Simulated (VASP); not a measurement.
Runs of VASP 6.6.1 on HoMoN2. The structure is that of space group P4/mmm (No. 123), or close to it. The cells are those of the table. The cell was generated, and may not be a known phase.

```csv
spin,cell,k mesh,gap on the mesh (eV),pressure (GPa)
off,"a = 3.989, b = 3.989, c = 3.213 Å, 4 atoms",10 × 10 × 12,none,0.2
off,"a = 4.030, b = 4.030, c = 3.337 Å, 4 atoms",10 × 10 × 12,none,(b)
off,"a = 3.895, b = 3.895, c = 2.966 Å, 4 atoms",10 × 10 × 12,none,(a)
off,"a = 3.967, b = 3.967, c = 3.152 Å, 4 atoms",10 × 10 × 12,none,6.2
off,"a = 3.919, b = 3.919, c = 3.030 Å, 4 atoms",10 × 10 × 12,none,(c)
off,"a = 3.943, b = 3.943, c = 3.091 Å, 4 atoms",10 × 10 × 12,none,13.2
collinear,"a = 3.978, b = 3.978, c = 3.242 Å, 4 atoms",4 × 4 × 6,none,0.9
off,"a = 4.010, b = 4.010, c = 3.275 Å, 4 atoms",10 × 10 × 12,none,-4.8
```

Alike in all rows: task single point; level PBE; potentials or basis VASP PAW PBE potentials, release 64 (Ho_3, Mo_sv, N), 4f in core; cutoff (eV) 600; smearing gaussian 0.1 eV.

Q: Fill in the values left out.

A: (a) 30.9; (b) -9.1; (c) 21.4.

Caveats: some runs use coarse meshes; spin-orbit coupling is left out, which moves the levels of the heavy elements; the 4f electrons are frozen in the core, so they carry no moment and show no levels; an odd number of electrons without spin polarisation forces a metal (at least some runs); a magnetic or distorted state may lie lower (at least some runs); the cell stands under pressure (at least some runs); the cell stands under tension (at least some runs); the magnetic or orbital state may not be the lowest (at least some runs).

A k mesh can miss the band edges, and the runs leave out spin-orbit coupling on Ho, Mo.

A gap of «none» marks levels without a gap at the run's occupations.
